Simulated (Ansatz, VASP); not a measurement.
Given: the input of a run of VASP 6.6.1 on GaN.

File INCAR:

```
SYSTEM = GaN
PREC = Accurate
ENCUT = 600
EDIFF = 1E-6
ISMEAR = -1
SIGMA = 0.05
LREAL = .False.
LASPH = .True.
NELM = 120
ALGO = Normal
ISIF = 2
LWAVE = .False.
LCHARG = .True.
GGA = LIBXC
LIBXC1 = GGA_X_B88
LIBXC2 = GGA_C_PBE
LELF = .True.
LVHAR = .True.
NBANDS = 16
GGA_COMPAT = .False.
```

Contents of KPOINTS:

```
Automatic mesh
0
Gamma
  10 10 10
  0 0 0
```

Contents of POSCAR:

```
GaN
1.0
    0.0000000000      2.2976981147      2.2976981147
    2.2976981147      0.0000000000      2.2976981147
    2.2976981147      2.2976981147      0.0000000000
Ga N
1 1
Direct
    0.0000000000      0.0000000000      0.0000000000
    0.2500000000      0.2500000000      0.2500000000
```

Potentials or basis: VASP PAW PBE potentials, release 64 (Ga_d, N).

Run with:

```console
$ cat potpaw_PBE.64/Ga_d/POTCAR potpaw_PBE.64/N/POTCAR > POTCAR
$ mpirun -np 1 vasp_std > vasp.out
```

Set up the same calculation for Ansatz 0.2.0. Potentials there: Ansatz PAW.

As run (the cutoff follows the program's own potentials):

The input input.yaml:

```yaml
crystal:
  lattice:
    - [0.0, 2.2976981147, 2.2976981147]
    - [2.2976981147, 0.0, 2.2976981147]
    - [2.2976981147, 2.2976981147, 0.0]
  atoms:
    - { symbol: Ga, position: [0.0, 0.0, 0.0] }
    - { symbol: "N", position: [0.25, 0.25, 0.25] }
hamiltonian:
  xc: { exchange: b88, correlation: pbe }
  pseudopotentials: { kind: paw }
kpoints:
  mp_grid: { grid: [10, 10, 10] }
scf:
  occupations: { method: fermi_dirac, width: 0.05 }
output:
  forces: true
  stress: true
  eigenvalues: true
```

Potentials or basis: Ansatz PAW.

Run with:

```bash
$ ansatz run input.yaml --threads 2 --pin off --max-ram 5120MiB --backend cpu --events-out ev --progress --plain --runs-dir out
```

Both were run:

|  | VASP | Ansatz | Ansatz less VASP |
| --- | --- | --- | --- |
| gap on the k mesh at the Fermi level (eV) | 1.35 | 1.34 | -0.017 |
| least direct gap on the mesh (eV) | 1.35 | 1.34 | -0.017 |
| pressure (GPa) | -5.4 | -5.3 | +0.07 |

VASP's potentials were made for PBE, not for b88 exchange, pbe correlation. The functional is the same, so the differences come from potentials, cutoffs and numerics.
